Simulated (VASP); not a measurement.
**Mg: electric field gradients with PBEsol**

The system is Mg.

```xyz
1
Lattice="-1.4565 1.4565 1.4565 1.4565 -1.4565 1.4565 1.4565 1.4565 -1.4565" Properties=species:S:1:pos:R:3 pbc="T T T"
Mg    0.0000    0.0000    0.0000
```

This cell differs from its parent crystal: volume scaled by 0.96.

```json
{"Program": "VASP 6.6.1", "Task": "electric field gradients", "Functional": "PBEsol", "Potentials or basis": "VASP PAW PBE potentials, release 64 (Mg)", "Cutoff": "520 eV", "k mesh": "16 × 16 × 16", "Occupations": "fermi-dirac, width 0.05 eV", "Spin": "no spin polarisation", "Dipole correction": "no", "Further INCAR settings": "ALGO = Normal; EDIFF = 1e-08; NBANDS = 7"}
```

```
Pressure               : 71.4 GPa
Band gap on the k mesh : zero (band 1 reaches 10.72 eV, above the bottom of band 2 at 5.91 eV)
```

Levels at points of the mesh, in eV from the Fermi level:
```tsv
k point	band 1	band 2	band 3	band 4	band 5	band 6
(0.00, 0.00, 0.00)	-10.05	17.78	17.78	17.78	20.61	20.61
(0.50, 0.00, 0.00)	-2.36	-0.92	11.01	15.02	15.62	18.00
(0.50, 0.50, 0.50)	3.88	3.88	6.40	6.40	6.40	16.44
```

It took 16 s on 1 thread of Intel(R) Xeon(R) Platinum 8375C CPU @ 2.90GHz (Ice Lake) (shared host), peak memory 0.12 GiB.

Caveat: without QUAD_EFG the Cq values of the log hold for a quadrupole moment of 1 mb, not for the nuclei; the PAW data sets were made with another functional, which shifts forces and pressure a little.
